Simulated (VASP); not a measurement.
Write the native input for VASP 6.6.1 that does the following.

* Task: single point
* Functional: PBE
* Potentials or basis: VASP PAW PBE potentials, release 64 (Fe, Co)
* Cutoff: 600 eV
* k mesh: 10 × 10 × 10
* Occupations: fermi-dirac, width 0.05 eV
* Spin: collinear spin, ferrimagnetic start
* Starting moments: [3.5, -2.5] μB
* Dipole correction: no
* Further INCAR settings: ALGO = Normal; EDIFF = 1e-06; NBANDS = 20

The structure of FeCo (Wairauite) lies in POSCAR:

```
FeCo
1.0
    2.8570000000      0.0000000000      0.0000000000
    0.0000000000      2.8570000000      0.0000000000
    0.0000000000      0.0000000000      2.8570000000
Fe Co
1 1
Direct
    0.5000000000      0.5000000000      0.5000000000
    0.0000000000      0.0000000000      0.0000000000
```

These files were run (other wordings do the same):

INCAR

```
SYSTEM = FeCo
PREC = Accurate
ENCUT = 600
EDIFF = 1E-6
ISMEAR = -1
SIGMA = 0.05
LREAL = .FALSE.
LASPH = .TRUE.
NELM = 200
ALGO = Normal
ISIF = 2
LWAVE = .FALSE.
LCHARG = .TRUE.
ISPIN = 2
MAGMOM = 3.5 -2.5
LORBIT = 11
LMAXMIX = 4
GGA = PE
LELF = .TRUE.
LVHAR = .TRUE.
NBANDS = 20
GGA_COMPAT = .FALSE.
```

KPOINTS

```
Automatic mesh
0
G
  10 10 10
  0 0 0
```

Potentials or basis: VASP PAW PBE potentials, release 64 (Fe, Co).

Run with:

```console
$ cat potpaw_PBE.64/Fe/POTCAR potpaw_PBE.64/Co/POTCAR > POTCAR
$ mpirun -np 1 vasp_std > vasp.out
```

Results of the run:

- Pressure: -14.7 GPa
- Net moment: -0.34 μB per cell
- Site moments: Fe +0.95; Co -1.29 μB
- Valence electrons inside the program's atomic spheres: Fe 7.17; Co 8.18

Run time: 2.3 min on 1 thread of Intel(R) Xeon(R) Platinum 8259CL CPU @ 2.50GHz (Skylake/Cascade Lake), on a shared host, peak memory 0.19 GiB.
